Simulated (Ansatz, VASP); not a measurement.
**LiCl in VASP and in Ansatz**

File INCAR:

```
ALGO = Normal
EDIFF = 1E-6
ENCUT = 520
GGA = PE
ISIF = 2
ISMEAR = 0
LASPH = True
LCHARG = True
LELF = True
LREAL = False
LVHAR = True
LWAVE = False
NBANDS = 12
NELM = 80
PREC = Accurate
SIGMA = 0.05
```

KPOINTS

```
k-points
0
Gamma
  8 8 8
```

The input POSCAR:

```
LiCl
1.0
    0.0000000000      2.5647600000      2.6801742000
    2.5647600000      0.0000000000      2.6801742000
    2.5647600000      2.5647600000      0.0000000000
Li Cl
1 1
Direct
    0.0000000000      0.0000000000      0.0000000000
    0.5000000000      0.5000000000      0.5000000000
```

Input for Ansatz:

```yaml
crystal:
  lattice:
    - [0.0, 2.56476, 2.6801742]
    - [2.56476, 0.0, 2.6801742]
    - [2.56476, 2.56476, 0.0]
  atoms:
    - { symbol: Li, position: [0.0, 0.0, 0.0] }
    - { symbol: Cl, position: [0.5, 0.5, 0.5] }
basis:
  ecutwfc: 420
kpoints:
  mp_grid: { grid: [8, 8, 8] }
hamiltonian:
  xc: pbe
scf:
  occupations: { method: gaussian, width: 0.05 }
output:
  forces: true
  stress: true
  eigenvalues: true
```

Change from the starting cell: strain +0.0450 x Voigt [0, 0, 1, 0, 0, 0], atoms carried along.

Alike in both runs: task single point; functional PBE; k mesh 8 × 8 × 8; occupations gaussian, width 0.05 eV; no spin polarisation.

|  | VASP | Ansatz |
| --- | --- | --- |
| version | VASP 6.6.1 | Ansatz 0.2.0 |
| potentials or method | VASP PAW PBE potentials, release 64 (Li_sv, Cl), cutoff 520 eV | scalar-relativistic, plane waves, PAW |
| valence electrons in the cell | 10 | 10 |

```csv
,VASP,Ansatz,Ansatz less VASP
gap on the k mesh at the Fermi level (eV),6.03,6.02,-0.012
least direct gap on the mesh (eV),6.03,6.02,-0.012
```

Noted on VASP's run: the cutoff is short for stress, so the pressure is rough.
